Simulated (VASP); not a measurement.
Here is a VASP 6.6.1 calculation.

Contents of INCAR:

```
  PREC = Accurate
  ENCUT = 520
  EDIFF = 1E-6
  ISMEAR = -1
  SIGMA = 0.05
  LREAL = Auto
  LASPH = True
  NELM = 80
  ALGO = Normal
  ISIF = 2
  LWAVE = False
  LCHARG = False
  GGA = PE
  IVDW = 12
  NELECT = 252.0
  NBANDS = 164
```

File KPOINTS:

```
regular mesh
0
Gamma
  1 1 1
```

POSCAR

```
Si62Sb
1.0
   10.8600000000      0.0000000000      0.0000000000
    0.0000000000     10.8600000000      0.0000000000
    0.0000000000      0.0000000000     10.8600000000
Si Sb
62 1
Direct
    0.5035494792      0.0036732375     -0.0036897855
    0.6248026617      0.1273967186      0.1234681416
    0.7504644719      0.2520586030     -0.0002888681
    0.8759201108      0.3744646627      0.1256164136
    0.7483498637      0.0004625283      0.2468421387
    0.8739133358      0.1244289237      0.3757576792
   -0.0010412213      0.0011828516     -0.0011745000
    0.1251476885      0.1248903895      0.1227179433
    0.2489771774      0.2509992556     -0.0011580054
    0.3741148270      0.3749969907      0.1239755954
    0.4969223417      0.5016549374     -0.0004253325
    0.6298101001      0.6201992347      0.1194963117
    0.7483582461      0.7532633950     -0.0004029364
    0.8750677310      0.8760269881      0.1240636684
    0.2467469358      0.0034452733      0.2533453397
    0.3737478172      0.1273957307      0.3745469950
    0.4994471772      0.2510390632      0.2491856479
    0.6244978392      0.3753147905      0.3743218427
    0.7496352407      0.5004864518      0.2505698406
    0.8747089491      0.6257122872      0.3743362956
    0.4969384628      0.0004706405      0.4983121977
    0.6260057234      0.1244854874      0.6236048888
    0.7493501249      0.2508653830      0.4990361535
    0.8747961736      0.3753907110      0.6246151854
    0.7504583050      0.0003094908      0.7479967117
    0.8741853726      0.1258387933      0.8741834345
   -0.0015769304      0.4998720671     -0.0002480563
    0.1229725888      0.6254949974      0.1237033660
    0.2467002126      0.7466760938     -0.0034866106
    0.0005880954      0.2496540448      0.2500801584
    0.1257486285      0.3763888016      0.3757893042
    0.2499188591      0.5017829573      0.2468856126
    0.3702283112      0.6205390650      0.3794665426
    0.6298411485      0.8804877441      0.3798542816
   -0.0015633913      0.0003069442      0.5001249366
    0.1244988837      0.1257598241      0.6240589463
    0.2498945233      0.2519627841      0.5002139031
    0.3759448458      0.3743951959      0.6255583999
    0.5008595492      0.5005430825      0.4994805891
    0.6245400526      0.6256927774      0.6246865861
    0.7497246059      0.7495396218      0.4996436549
    0.8760127258      0.8744249174      0.6256050358
    0.2490138253      0.0010677996      0.7489652594
    0.3729163792      0.1251366751      0.8748285511
    0.5004017505      0.2497028920      0.7503036365
    0.6260019996      0.3764333542      0.8755341214
    0.7493511698      0.5009865663      0.7491553569
    0.8738927134      0.6242606362      0.8756479616
   -0.0008932848      0.7507212269      0.2492872521
    0.1229661258      0.8762836655      0.3745441861
   -0.0007571460      0.5009236686      0.4990467448
    0.1257948582      0.6241133094      0.6236163389
    0.2498899391      0.7530689626      0.4982714128
    0.3741683300      0.8759980072      0.6249551487
   -0.0004516857      0.2506922315      0.7492713645
    0.1244495589      0.3759532367      0.8742119559
    0.2499483270      0.4997168363      0.7480365267
    0.3737236432      0.6254121967      0.8726529519
    0.4994408009      0.7507615536      0.7489836088
    0.6247929347      0.8765166109      0.8725584143
    0.0005871953      0.7498013529      0.7503686327
    0.1250915853      0.8772499338      0.8750480690
    0.4036226365      0.8468682465      0.1531019581
```

Potentials or basis: VASP PAW PBE potentials, release 64 (Si, Sb).

Command:

```bash
$ cat potpaw_PBE.64/Si/POTCAR potpaw_PBE.64/Sb/POTCAR > POTCAR
$ mpirun -np 1 vasp_gam > vasp.out
```

(1) Estimate the largest force.

(2) Predict the dispersion energy per atom.

## Answers

(1) 0.039 eV/Å.

(2) -0.320 eV.

Caveat: the k points lie up to 0.58 Å⁻¹ apart; the cell carries a net charge on a neutralising background, which shifts energy and pressure.
